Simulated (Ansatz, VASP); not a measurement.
# Ga in VASP and in Ansatz

Contents of INCAR:

```
SYSTEM = Ga
PREC     = Accurate       ! precision mode
ENCUT    = 520            ! plane-wave cutoff, eV
EDIFF    = 1E-7           ! SCF threshold, eV
ISMEAR   = 0              ! smearing method
SIGMA    = 0.15           ! smearing width, eV
LREAL    = .FALSE.        ! projectors in reciprocal space
LASPH    = .TRUE.         ! aspherical terms in the spheres
NELM     = 100            ! most SCF steps
ALGO     = Fast           ! electronic algorithm
ISIF     = 2              ! what is computed and relaxed
LWAVE    = .FALSE.        ! write WAVECAR
LCHARG   = .TRUE.         ! write CHGCAR
GGA      = PS             ! functional
LELF     = .TRUE.         ! ELF
LVHAR    = .TRUE.       
NBANDS   = 12             ! bands
```

Contents of KPOINTS:

```
Automatic mesh
0
G
  24 24 24
  0 0 0
```

Contents of POSCAR:

```
Ga
1.0
   -1.4250600000      1.4250600000      2.2624350000
    1.4250600000     -1.4250600000      2.2624350000
    1.4250600000      1.4250600000     -2.2624350000
Ga
1
Direct
    0.0000000000      0.0000000000      0.0000000000
```

Input for Ansatz:

```yaml
crystal:
  lattice:
    - [-1.42506, 1.42506, 2.262435]
    - [1.42506, -1.42506, 2.262435]
    - [1.42506, 1.42506, -2.262435]
  atoms:
    - { symbol: Ga, position: [0.0, 0.0, 0.0] }
basis:
  ecutwfc: 420
kpoints:
  mp_grid: { grid: [24, 24, 24] }
hamiltonian:
  xc: pbesol
scf:
  occupations: { method: gaussian, width: 0.15 }
output:
  forces: true
  stress: true
  eigenvalues: true
```

Change from the starting cell: strain +0.015 along x and y, +0.015 along z, atoms carried along.

Alike in both runs: task single point; functional PBEsol; k mesh 24 × 24 × 24; occupations gaussian, width 0.15 eV; no spin polarisation.

|  | VASP | Ansatz |
| --- | --- | --- |
| version | VASP 6.6.1 | Ansatz 0.2.0 |
| potentials or method | VASP PAW PBE potentials, release 64 (Ga_d), cutoff 520 eV | scalar-relativistic, plane waves, PAW |
| valence electrons in the cell | 13 | 13 |

```csv
,VASP,Ansatz,Ansatz less VASP
gap on the k mesh at the Fermi level (eV),none,none,-
pressure (GPa),-2.0,-2.0,+0.05
"traceless stress, the component that is largest in VASP (GPa)",-0.13,-0.12,+0.008
```

VASP's potentials were made for PBE, not for PBEsol. A gap of «none» marks a metal or a gap that the smearing closes. The functional is the same, so the differences come from potentials, cutoffs and numerics.
